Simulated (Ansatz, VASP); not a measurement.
Two plane-wave programs on Mg

```
CELL_PARAMETERS angstrom
-1.77945 1.77945 1.49430
1.77945 -1.77945 1.49430
1.77945 1.77945 -1.49430
ATOMIC_POSITIONS crystal
Mg 0.00000 0.00000 0.00000
```

Alike in both runs: task single point; functional PBEsol; k mesh 18 × 18 × 18; occupations gaussian, width 0.15 eV; no spin polarisation.

|  | VASP | Ansatz |
| --- | --- | --- |
| version | VASP 6.6.1 | Ansatz 0.2.0 |
| potentials or method | VASP PAW PBE potentials, release 64 (Mg), cutoff 520 eV | scalar-relativistic, plane waves, PAW |
| valence electrons in the cell | 2 | 10 |

|  | VASP | Ansatz | Ansatz less VASP |
| --- | --- | --- | --- |
| gap on the k mesh at the Fermi level (eV) | none | none | - |
| pressure (GPa) | 9.6 | 9.6 | -0.08 |
| traceless stress, the component that is largest in VASP (GPa) | 3.63 | 3.57 | -0.051 |

VASP's potentials were made for PBE, not for PBEsol. A gap of «none» marks a metal or a gap that the smearing closes. VASP's potentials hold 2 valence electrons a cell and Ansatz's 10, so a difference there can come from the potentials and not from the codes.
